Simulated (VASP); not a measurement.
Runs of VASP 6.6.1 on AgBr. The structure is that of space group Fm-3m (No. 225), or close to it. The cells are those of the table. 

```tsv
task	cell	cutoff (eV)	smearing	k mesh for the DOS	occupations for the DOS	gap on the mesh (eV)	pressure (GPa)
single point	a = 4.012 Å, angles 60.0°, 2 atoms	500	fermi-dirac 0.005 eV	-	-	0.75	(a)
electric field gradients	a = 4.148 Å, angles 60.0°, 2 atoms	400	fermi-dirac 0.02 eV	-	-	0.76	-0.7
single point	a = 4.047 Å, angles 60.0°, 2 atoms	500	fermi-dirac 0.02 eV	-	-	0.74	2.7
electric field gradients	a = 4.081 Å, angles 60.0°, 2 atoms	400	fermi-dirac 0.02 eV	-	-	0.74	(b)
electric field gradients	a = 4.047 Å, angles 60.0°, 2 atoms	400	fermi-dirac 0.02 eV	-	-	0.74	2.5
electric field gradients	a = 4.012 Å, angles 60.0°, 2 atoms	400	fermi-dirac 0.02 eV	-	-	0.75	4.0
electric field gradients	a = 4.115 Å, angles 60.0°, 2 atoms	400	fermi-dirac 0.02 eV	-	-	0.75	0.2
single point	a = 4.148 Å, angles 60.0°, 2 atoms	500	fermi-dirac 0.02 eV	-	-	0.76	-0.5
single point	a = 4.115 Å, angles 60.0°, 2 atoms	500	fermi-dirac 0.02 eV	-	-	0.75	(c)
```

Alike in all rows: level PBE; potentials or basis VASP PAW PBE potentials, release 64 (Ag, Br); no spin polarisation; k mesh 7 × 7 × 7.

Fill in the values left out.

(a) 4.2; (b) 1.3; (c) 0.4.

A k mesh can miss the band edges, and the runs leave out spin-orbit coupling on Ag, Br.
